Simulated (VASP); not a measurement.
Write the native input for VASP 6.6.1 that does the following.

| Item | Value |
| --- | --- |
| Task | single point |
| Functional | PBE |
| Potentials or basis | VASP PAW PBE potentials, release 64 (Cd, Fe) |
| Cutoff | 520 eV |
| k mesh | 12 × 12 × 12 |
| Occupations | gaussian, width 0.1 eV |
| Spin | collinear spin, ferromagnetic start |
| Starting moments | [0.0, 0.0, 0.0, 4.5] μB |
| Dipole correction | no |
| Further INCAR settings | ALGO = Normal; EDIFF = 1e-06; NBANDS = 34 |

The structure of Cd3Fe lies in POSCAR:

```
Cd3Fe
1.0
    0.0000000000      3.3620524758      3.3620524758
    3.3620524758      0.0000000000      3.3620524758
    3.3620524758      3.3620524758      0.0000000000
Cd Fe
3 1
Direct
    0.2500000000      0.2500000000      0.2500000000
    0.7500000000      0.7500000000      0.7500000000
    0.5000000000      0.5000000000      0.5000000000
    0.0000000000      0.0000000000      0.0000000000
```

These files were run (other wordings do the same):

INCAR

```
PREC = Accurate ; ENCUT = 520
EDIFF = 1E-6 ; ISMEAR = 0
SIGMA = 0.1 ; LREAL = False
LASPH = True ; NELM = 150
ALGO = Normal ; ISIF = 2
LWAVE = False ; LCHARG = False
ISPIN = 2 ; MAGMOM = 0 0 0 4.5
LORBIT = 11 ; LMAXMIX = 4
GGA = PE ; NBANDS = 34
```

KPOINTS

```
Automatic mesh
0
Gamma
  12 12 12
```

Potentials or basis: VASP PAW PBE potentials, release 64 (Cd, Fe).

Command:

```bash
$ cat potpaw_PBE.64/Cd/POTCAR potpaw_PBE.64/Fe/POTCAR > POTCAR
$ mpirun -np 1 vasp_std > vasp.out
```

Results of the run:

```json
{
 "Pressure": "0.4 GPa",
 "Net moment": "2.58 μB per cell",
 "Site moments": "Cd -0.04, -0.01 (each value once); Fe +2.65 μB",
 "Valence electrons inside the program's atomic spheres": "Cd 10.35, 10.34 (each value once); Fe 6.79"
}
```

Run time: 5.2 min on 1 thread of Intel(R) Xeon(R) Platinum 8259CL CPU @ 2.50GHz (Skylake/Cascade Lake), with other jobs on the host, peak memory 0.42 GiB.
